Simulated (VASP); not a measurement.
# CdSe (P6_3mc) in VASP: notebook, part 3 of 3

VASP 6.6.1. Earlier steps stand in the parts before.

## Step 6: Single point, r2SCAN (strain -0.050 along x and y, +0.000 along z)

Contents of POSCAR:

```
CdSe
1.0
    4.0835749185      0.0000000000      0.0000000000
   -2.0417874593      3.5364796177      0.0000000000
    0.0000000000      0.0000000000      7.0152000000
Cd Se
2 2
Direct
    0.6666666667      0.3333333333      0.0000000000
    0.3333333333      0.6666666667      0.5000000000
    0.6666666667      0.3333333333      0.3750000000
    0.3333333333      0.6666666667      0.8750000000
```

Contents of INCAR.step1:

```
ALGO = Normal ; EDIFF = 1E-4
ENCUT = 520 ; GGA = PE
ISMEAR = 0 ; LASPH = True
LCHARG = False ; LREAL = False
LWAVE = True ; NBANDS = 26
NELM = 60 ; PREC = Accurate
SIGMA = 0.05
```

Contents of INCAR.step2:

```
ALGO = Normal ; EDIFF = 1E-7
ENCUT = 520 ; ISIF = 2
ISMEAR = 0 ; ISTART = 1
LASPH = True ; LCHARG = False
LMIXTAU = True ; LREAL = False
LWAVE = False ; METAGGA = R2SCAN
NBANDS = 26 ; NELM = 60
PREC = Accurate ; SIGMA = 0.05
```

Contents of KPOINTS:

```
k-points
0
Gamma
  6 6 4
```

Potentials or basis: VASP PAW PBE potentials, release 64 (Cd, Se).

Started as:

```bash
$ cat potpaw_PBE.64/Cd/POTCAR potpaw_PBE.64/Se/POTCAR > POTCAR
$ cp INCAR.step1 INCAR
$ mpirun -np 1 vasp_std > vasp.out
$ cp INCAR.step2 INCAR
$ mpirun -np 1 vasp_std > vasp.out
```

OUTCAR:

```text
EDIFF = 1E-7
   ENCUT = 520
   ISIF = 2
   ISMEAR = 0
   ISTART = 1
   LASPH = True
   LREAL = False
   METAGGA = R2SCAN
   NELM = 60
   PREC = Accurate

 ion  position               nearest neighbor table
   1  0.667  0.333  0.000-   4 2.52   4 2.52   4 2.52   3 2.63
   2  0.333  0.667  0.500-   3 2.52   3 2.52   3 2.52   4 2.63
   3  0.667  0.333  0.375-   2 2.52   2 2.52   2 2.52   1 2.63
   4  0.333  0.667  0.875-   1 2.52   1 2.52   1 2.52   2 2.63

  LATTYP: Found a hexagonal cell.
 ALAT       =     4.0835749185
 C/A-ratio  =     1.7179065255

  Lattice vectors:

 A1 = (   4.0835749185,   0.0000000000,   0.0000000000)
 A2 = (  -2.0417874593,   3.5364796177,   0.0000000000)
 A3 = (   0.0000000000,   0.0000000000,   7.0152000000)

Analysis of symmetry for initial positions (statically):
=====================================================================
 Subroutine PRICEL returns:
 Original cell was already a primitive cell.

 Routine SETGRP: Setting up the symmetry group for a
 hexagonal supercell.

[... 164 lines left out ...]
  free energy    TOTEN  =       -71.37353499 eV

  energy without entropy =      -71.37353499  energy(sigma->0) =      -71.37353499

 E-fermi :   1.8473     XC(G=0):  -9.9383

 val. band max:        1.6318382019   @ k =   0.0000   0.0000   0.0000
 cond. band min:       2.9117762070   @ k =   0.0000   0.0000   0.0000
 fundamental gap:      1.2799380051
 Fermi energy:         1.8472757468

 k-point     1 :       0.0000    0.0000    0.0000
  band No.  band energies     occupation
      1     -12.1618      2.00000
      2     -11.7286      2.00000
      3      -7.0536      2.00000
      4      -7.0536      2.00000
      5      -7.0004      2.00000
      6      -6.9735      2.00000
[... 598 lines left out ...]
     25      11.1253      0.00000
     26      11.1253      0.00000

------------------------ aborting loop because EDIFF is reached ----------------------------------------

  FORCE on cell =-STRESS in cart. coord.  units (eV):
  Direction    XX          YY          ZZ          XY          YZ          ZX
  --------------------------------------------------------------------------------------
  -------------------------------------------------------------------------------------
  Total        7.6004606      7.6004606      3.3473902     -0.0000000      0.0000000      0.0000000
  in kB      120.1984174    120.1984174     52.9377133     -0.0000000      0.0000000      0.0000000
  external PRESSURE =      97.7781827 kB  Pullay stress =       0.0000000 kB

 VOLUME and BASIS-vectors are now :
 -----------------------------------------------------------------------------
  energy-cutoff  :      520.00
  volume of cell :      101.31
      direct lattice vectors                 reciprocal lattice vectors
     4.083574919  0.000000000  0.000000000     0.244883471  0.141383538  0.000000000
    -2.041787459  3.536479618  0.000000000     0.000000000  0.282767076  0.000000000
     0.000000000  0.000000000  7.015200000     0.000000000  0.000000000  0.142547611

 POSITION                                       TOTAL-FORCE (eV/Angst)
 -----------------------------------------------------------------------------------
      2.04179      1.17883      0.00000        -0.000000      0.000000      0.595121
     -0.00000      2.35765      3.50760         0.000000     -0.000000      0.595121
      2.04179      1.17883      2.63070        -0.000000      0.000000     -0.595121
     -0.00000      2.35765      6.13830        -0.000000     -0.000000     -0.595121
 -----------------------------------------------------------------------------------
    total drift:                               -0.000000     -0.000000     -0.003415

  FREE ENERGIE OF THE ION-ELECTRON SYSTEM (eV)
  ---------------------------------------------------
  free  energy   TOTEN  =       -71.3735349928 eV

  energy  without entropy=      -71.3735349928  energy(sigma->0) =      -71.37353499
```

It took 3.5 min on 1 thread of Intel Xeon Platinum 8259CL at 2.50GHz (Skylake/Cascade Lake), shared host; peak memory 0.24 GiB.

What came out:

- Free energy: -71.3735 eV
- Pressure: 9.8 GPa
- Largest force: 0.595 eV/Å
- Band gap on the k mesh: 1.28 eV, direct

Forces in eV/Å, atoms in the order of the input:
```
Cd   0.000  0.000  0.595
Cd   0.000  0.000  0.595
Se   0.000  0.000 -0.595
Se   0.000  0.000 -0.595
```

Caveat: the cell differs from its parent crystal (strain -0.050 along x and y, +0.000 along z); the PAW data sets were made with another functional, which shifts forces and pressure a little.

## Step 7: Overview

| cell | gap on the mesh (eV) | pressure (GPa) | largest force (eV/Å) |
| --- | --- | --- | --- |
| a = 4.513, b = 4.513, c = 7.191 Å, angles 90.0, 90.0, 120.0°, 4 atoms | 0.88 | -3.7 | 0.13 |
| a = 4.513, b = 4.513, c = 7.366 Å, angles 90.0, 90.0, 120.0°, 4 atoms | 0.80 | -4.5 | 0.02 |
| a = 4.084, b = 4.084, c = 6.664 Å, angles 90.0, 90.0, 120.0°, 4 atoms | 1.52 | 14.7 | 0.01 |
| a = 4.084, b = 4.084, c = 6.840 Å, angles 90.0, 90.0, 120.0°, 4 atoms | 1.40 | 12.0 | 0.35 |
| a = 4.084, b = 4.084, c = 7.015 Å, angles 90.0, 90.0, 120.0°, 4 atoms | 1.28 | 9.8 | 0.60 |

Alike in all rows: task single point; level r2SCAN; potentials or basis VASP PAW PBE potentials, release 64 (Cd, Se); no spin polarisation; k mesh 6 × 6 × 4; cutoff (eV) 520; smearing gaussian 0.05 eV.

Caveats: the PAW data sets were made with another functional, which shifts forces and pressure a little.

Total energies depend on the potentials used, so only differences within one code and one set of settings carry meaning.
